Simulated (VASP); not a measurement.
The system is SrVO3.

```
Sr V O
1.0
     3.84250    0.00000    0.00000
     0.00000    3.84250    0.00000
     0.00000    0.00000    3.84250
Sr V O
1 1 3
Cartesian
  0.0000 0.0000 0.0000
  1.9212 1.9212 1.9212
  1.9212 0.0000 1.9212
  0.0000 1.9212 1.9212
  1.9212 1.9212 0.0000
```

Base run:

```yaml
Program: VASP 6.6.1
Functional: PBE
Potentials_or_basis: VASP PAW PBE potentials, release 64 (Sr_sv, V_sv, O_h)
Cutoff: 910 eV
k_mesh: 5 × 5 × 5
Occupations: fermi-dirac, width 0.1 eV
Spin: collinear spin, ferromagnetic start
Starting_moments: "[0.0, 1.9, 0.0, 0.0, 0.0] μB"
Fixed_moment: 1.9 μB
Hubbard_terms: V d U = 6.2 eV
```

Its results: pressure 17.5 GPa; site moments Sr -0.01; V +1.54; O +0.05 μB.

The run is repeated on the same cell with these changes: fixed moment from 1.9 μB to 0.95 μB; moments at the start from [0.0, 1.9, 0.0, 0.0, 0.0] to [0.0, 0.95, 0.0, 0.0, 0.0]. What comes out?

Pressure 10.8 GPa; site moments Sr -0.00; V +1.19; O -0.06 μB.

Caveats: the cutoff is under 1.25 times the usual one of these potentials, so pressure, stress and relaxed cells hold a basis-set (Pulay) error; the cell stands under pressure; the total moment is fixed, so each spin has its own Fermi level.
